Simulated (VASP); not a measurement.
BAs, 2 atoms in the cell. It takes space group I-4m2 (No. 119, tetragonal). Conventional cell: a = 3.112 Å, b = 3.112 Å, c = 5.167 Å, α = 90.00°, β = 90.00°, γ = 90.00°. B (site symmetry -4m2) has 4 As at 2.02 Å within 2.7 Å. As (site symmetry -4m2) has 4 B at 2.02 Å within 2.7 Å.  This cell differs from its parent crystal: strain -0.080 along x and y, +0.080 along z.

| Item | Value |
| --- | --- |
| Program | VASP 6.6.1 |
| Task | single point |
| Functional | r2SCAN |
| Potentials or basis | VASP PAW PBE potentials, release 64 (B, As) |
| Cutoff | 520 eV |
| k mesh | 10 × 10 × 10 |
| Occupations | gaussian, width 0.05 eV |
| Spin | no spin polarisation |
| Dipole correction | no |
| Further INCAR settings | ALGO = Normal; EDIFF = 1e-07; NBANDS = 11 |

Potentials or basis: VASP PAW PBE potentials, release 64 (B, As).

Run with:

```sh
$ cat potpaw_PBE.64/B/POTCAR potpaw_PBE.64/As/POTCAR > POTCAR
$ cp INCAR.step1 INCAR
$ mpirun -np 1 vasp_std > vasp.out
$ cp INCAR.step2 INCAR
$ mpirun -np 1 vasp_std > vasp.out
```

Hardware: 1 thread of AMD EPYC 9R45 96-Core Processor (Zen 5), with other jobs on the host.

Task: Estimate the wall time of this run.

Result: It took 76 s on 1 thread of AMD EPYC 9R45 96-Core Processor (Zen 5), on a shared host, peak memory 0.14 GiB. Counts: k points 102.
